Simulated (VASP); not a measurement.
# Ru16CO in VASP: single point with PBE+D3(BJ)

Aim: the single point of Ru16CO with PBE+D3(BJ).

Program: VASP 6.6.1. These are calculated values, not measurements. Logs are shortened: lines on timing, memory, paths and dates and some standing lists are left out, and cuts for length are marked.

**1. The cell of the first run**

The cell holds a slab with vacuum, 18 atoms: a = 5.395 Å, b = 5.395 Å, c = 25.088 Å, α = 90.00°, β = 90.00°, γ = 120.00°.

**2. Single point, PBE+D3(BJ)**

INCAR

```
ALGO     = Normal         # electronic algorithm
DIPOL    = 0.5 0.5 0.319
EDIFF    = 1E-6           # SCF threshold, eV
ENCUT    = 520            # plane-wave cutoff, eV
GGA      = PE             # functional
IDIPOL   = 3            
ISIF     = 2              # what is computed and relaxed
ISMEAR   = 0              # smearing method
IVDW     = 12             # dispersion correction
LASPH    = True           # aspherical terms in the spheres
LCHARG   = False          # write CHGCAR
LDIPOL   = True         
LREAL    = Auto         
LWAVE    = False          # write WAVECAR
NBANDS   = 132            # bands
NELM     = 100            # most SCF steps
PREC     = Accurate       # precision mode
SIGMA    = 0.1            # smearing width, eV
```

KPOINTS

```
k-points
0
Gamma
  6 6 1
```

POSCAR

```
Ru16CO
1.0
    5.3951895594      0.0000000000      0.0000000000
   -2.6975947797      4.6723712167      0.0000000000
    0.0000000000      0.0000000000     25.0883144398
Ru O C
16 1 1
Direct
    0.3333333333      0.1666666667      0.1594367772
    0.3333333333      0.6666666667      0.1594367772
    0.8333333333      0.1666666667      0.1594367772
    0.8333333333      0.6666666667      0.1594367772
    0.1666666667      0.3333333333      0.2444528113
    0.1666666667      0.8333333333      0.2444528113
    0.6666666667      0.3333333333      0.2444528113
    0.6666666667      0.8333333333      0.2444528113
    0.3333333333      0.1666666667      0.3293143402
    0.3333333333      0.6666666667      0.3293143402
    0.8333333333      0.1666666667      0.3293143402
    0.8333333333      0.6666666667      0.3293143402
    0.1666666667      0.3333333333      0.4120768840
    0.1666666667      0.8333333333      0.4120768840
    0.6666666667      0.3333333333      0.4120768840
    0.6666666667      0.8333333333      0.4120768840
    0.3333333333      0.4166666667      0.5555699835
    0.3333333333      0.4166666667      0.6014080570
```

Potentials or basis: VASP PAW PBE potentials, release 64 (Ru_pv, O, C).

Launch:

```
$ cat potpaw_PBE.64/Ru_pv/POTCAR potpaw_PBE.64/O/POTCAR potpaw_PBE.64/C/POTCAR > POTCAR
$ mpirun -np 1 vasp_std > vasp.out
```

OUTCAR:

```text
EDIFF = 1E-6
   ENCUT = 520
   GGA = PE
   ISIF = 2
   ISMEAR = 0
   IVDW = 12
   LASPH = True
   LREAL = Auto
   NELM = 100
   PREC = Accurate
 IVDW          = 12

 ion  position               nearest neighbor table
   1  0.333  0.167  0.159-   5 2.64   7 2.64   6 2.64   3 2.70   3 2.70   2 2.70   2 2.70   4 2.70
                             4 2.70
   2  0.333  0.667  0.159-   6 2.64   8 2.64   5 2.64   4 2.70   4 2.70   3 2.70   1 2.70   1 2.70
                             3 2.70
   3  0.833  0.167  0.159-   7 2.64   5 2.64   8 2.64   1 2.70   1 2.70   2 2.70   4 2.70   4 2.70
                             2 2.70
   4  0.833  0.667  0.159-   8 2.64   6 2.64   7 2.64   2 2.70   2 2.70   1 2.70   3 2.70   3 2.70
                             1 2.70
   5  0.167  0.333  0.244-   9 2.64  11 2.64  10 2.64   1 2.64   3 2.64   2 2.64   7 2.70   7 2.70
                             6 2.70   6 2.70   8 2.70   8 2.70
   6  0.167  0.833  0.244-  10 2.64  12 2.64   9 2.64   2 2.64   4 2.64   1 2.64   8 2.70   8 2.70
                             7 2.70   5 2.70   5 2.70   7 2.70
   7  0.667  0.333  0.244-  11 2.64   9 2.64  12 2.64   3 2.64   1 2.64   4 2.64   5 2.70   5 2.70
                             6 2.70   8 2.70   8 2.70   6 2.70
   8  0.667  0.833  0.244-  12 2.64  10 2.64  11 2.64   4 2.64   2 2.64   3 2.64   6 2.70   6 2.70
                             5 2.70   7 2.70   7 2.70   5 2.70
   9  0.333  0.167  0.329-  13 2.60  15 2.60  14 2.60   5 2.64   7 2.64   6 2.64  11 2.70  11 2.70
                            10 2.70  10 2.70  12 2.70  12 2.70
  10  0.333  0.667  0.329-  14 2.60  16 2.60  13 2.60   6 2.64   8 2.64   5 2.64  12 2.70  12 2.70
                            11 2.70   9 2.70   9 2.70  11 2.70
  11  0.833  0.167  0.329-  15 2.60  13 2.60  16 2.60   7 2.64   5 2.64   8 2.64   9 2.70   9 2.70
                            10 2.70  12 2.70  12 2.70  10 2.70
  12  0.833  0.667  0.329-  16 2.60  14 2.60  15 2.60   8 2.64   6 2.64   7 2.64  10 2.70  10 2.70
                             9 2.70  11 2.70  11 2.70   9 2.70
  13  0.167  0.333  0.412-   9 2.60  11 2.60  10 2.60  15 2.70  15 2.70  16 2.70  14 2.70  14 2.70
                            16 2.70
  14  0.167  0.833  0.412-  10 2.60  12 2.60   9 2.60  16 2.70  16 2.70  13 2.70  13 2.70  15 2.70
                            15 2.70
  15  0.667  0.333  0.412-  11 2.60   9 2.60  12 2.60  13 2.70  13 2.70  16 2.70  16 2.70  14 2.70
                            14 2.70
  16  0.667  0.833  0.412-  12 2.60  10 2.60  11 2.60  14 2.70  14 2.70  15 2.70  15 2.70  13 2.70
                            13 2.70
  17  0.333  0.417  0.556-  18 1.15
  18  0.333  0.417  0.601-  17 1.15

  LATTYP: Found a hexagonal cell.
 ALAT       =     5.3951895594
 C/A-ratio  =     4.6501265921

  Lattice vectors:

 A1 = (   5.3951895594,   0.0000000000,   0.0000000000)
 A2 = (  -2.6975947797,   4.6723712167,   0.0000000000)
 A3 = (   0.0000000000,   0.0000000000,  25.0883144398)

Analysis of symmetry for initial positions (statically):
=====================================================================
 Subroutine PRICEL returns:
 Original cell was already a primitive cell.

 Routine SETGRP: Setting up the symmetry group for a
 hexagonal supercell.

 Subroutine GETGRP returns: Found  2 space group operations
[... 164 lines left out ...]
   GGA     = PE    functional components
   LHFCALC =     F    Hartree Fock is set to
   AEXX    =    0.0000 exact exchange contribution
   IVDW    =    12    specifies the selected vdW correction
   LEPSILON=     F    determine dielectric tensor
   LRPA    =     F    only Hartree local field effects (RPA)
 non-spin polarized calculation
 Gauss-broadening in eV      SIGMA  =   0.10
  energy-cutoff  :      520.00
  volume of cell :      632.43
 maximum number of plane-waves:     17052
   NGX = 21   NGY = 21   NGZ = 93

 dipolmoment           0.000000      0.000000     -0.002986 electrons x Angstroem

 number of electron     234.0000033 magnetization

 dipolmoment           0.000000      0.000000      0.006357 electrons x Angstroem

 Free energy of the ion-electron system (eV)
  ---------------------------------------------------
  ext. energy  EPLUGINS =         0.00000000
  ---------------------------------------------------
  free energy    TOTEN  =      -154.17204538 eV

  energy without entropy =     -154.07654017  energy(sigma->0) =     -154.12429278

 E-fermi :   1.4250     XC(G=0):  -6.2166

 val. band max:        1.4099487214   @ k =   0.5000   0.3333   0.0000
 cond. band min:       1.4300023034   @ k =   0.5000  -0.0000   0.0000
 fundamental gap:      0.0200535820
 Fermi energy:         1.4250025876

 k-point     1 :       0.0000    0.0000    0.0000
  band No.  band energies     occupation
      1     -42.2719      2.00000
      2     -42.2709      2.00000
      3     -42.2703      2.00000
      4     -42.2460      2.00000
      5     -42.1987      2.00000
      6     -42.1986      2.00000
[... 1705 lines left out ...]
    128       2.2588      0.00000
    129       2.2851      0.00000
 [bands above 129 left out]

------------------------ aborting loop because EDIFF is reached ----------------------------------------

 vacuum level on the upper side and lower side of the slab       (xc-potential included)        -0.143        -0.194

 Edisp (eV)   -7.51279

 E8    (eV) :    -3.5306

  FORCE on cell =-STRESS in cart. coord.  units (eV):
  Direction    XX          YY          ZZ          XY          YZ          ZX
  --------------------------------------------------------------------------------------
  -------------------------------------------------------------------------------------
  Total     -11.97639   -11.97086    -5.21603    -0.00479    -0.01023    -0.01771
  in kB     -30.34038   -30.32637   -13.21403    -0.01213    -0.02591    -0.04487
  external pressure =      -24.63 kB  Pullay stress =        0.00 kB

 VOLUME and BASIS-vectors are now :
 -----------------------------------------------------------------------------
  energy-cutoff  :      520.00
  volume of cell :      632.43
      direct lattice vectors                 reciprocal lattice vectors
     5.395189559  0.000000000  0.000000000     0.185350299  0.107012045  0.000000000
    -2.697594780  4.672371217  0.000000000     0.000000000  0.214024090  0.000000000
     0.000000000  0.000000000 25.088314440     0.000000000  0.000000000  0.039859194

 POSITION                                       TOTAL-FORCE (eV/Angst)
 -----------------------------------------------------------------------------------
      1.34880      0.77873      4.00000         0.001715      0.000733      0.512934
     -0.00000      3.11491      4.00000         0.001493      0.001118      0.512934
      4.04639      0.77873      4.00000        -0.001806     -0.001042      0.510783
      2.69759      3.11491      4.00000        -0.001511     -0.000872      0.510995
      0.00000      1.55746      6.13291        -0.000334     -0.000193     -0.521013
     -1.34880      3.89364      6.13291        -0.001110     -0.000641     -0.524600
[... 10 lines left out ...]
      0.67440      1.94682     13.93831        -0.005981     -0.003453      0.708321
      0.67440      1.94682     15.08831         0.001305      0.000754     -0.717831
 -----------------------------------------------------------------------------------
    total drift:                               -0.000020     -0.000009     -0.000908

  FREE ENERGIE OF THE ION-ELECTRON SYSTEM (eV)
  ---------------------------------------------------
  free  energy   TOTEN  =      -161.6848399679 eV

  energy  without entropy=     -161.5893347665  energy(sigma->0) =     -161.63708737

 vacuum level on the upper side and lower side of the slab         6.398         6.353
```

stdout:

```text
POSCAR found type information on POSCAR RuO C
 POSCAR found :  3 types and      18 ions
 scaLAPACK will be used
 LDA part: xc-table for (Slater+PW92), standard interpolation
 POSCAR, INCAR and KPOINTS ok, starting setup
 FFT: planning ... GRIDC
 FFT: planning ... GRID_SOFT
 FFT: planning ... GRID
 WAVECAR not read
 entering main loop
```

It took 41 min on 1 thread of Intel Xeon 6975P-C (Granite Rapids), shared host; peak memory 1 GiB.

Results:

```
Free energy                : -161.6848 eV
Largest force              : 0.718 eV/Å
Band gap on the k mesh     : zero (bands 117 and 118 overlap by 1.26 eV)
Dispersion energy per atom : -0.417 eV
```

Forces in eV/Å, atoms in the order of the input:
```
Ru   0.002  0.001  0.513
Ru   0.001  0.001  0.513
Ru  -0.002 -0.001  0.511
Ru  -0.002 -0.001  0.511
Ru   0.000  0.000 -0.521
Ru  -0.001 -0.001 -0.525
Ru   0.000  0.002 -0.523
Ru   0.002 -0.001 -0.523
Ru   0.009 -0.006 -0.021
Ru  -0.001  0.011 -0.021
Ru  -0.007 -0.004  0.013
Ru   0.000  0.000 -0.029
Ru  -0.007 -0.004  0.039
Ru  -0.004 -0.002  0.023
Ru   0.010 -0.001  0.025
Ru   0.004  0.009  0.025
O   -0.006 -0.003  0.708
C    0.001  0.001 -0.718
```

Levels at points of the mesh, in eV from the Fermi level:
| k point | band 114 | band 115 | band 116 | band 117 | band 118 | band 119 | band 120 | band 121 |
| --- | --- | --- | --- | --- | --- | --- | --- | --- |
| (0.00, 0.00, 0.00) | 0.19 | 0.19 | 1.00 | 1.00 | 1.08 | 1.08 | 1.08 | 1.19 |
| (0.50, 0.00, 0.00) | -0.62 | -0.62 | -0.57 | -0.57 | -0.07 | -0.07 | 0.00 | 0.02 |
| (0.00, 0.50, 0.00) | -0.62 | -0.62 | -0.57 | -0.57 | -0.07 | -0.07 | 0.01 | 0.02 |
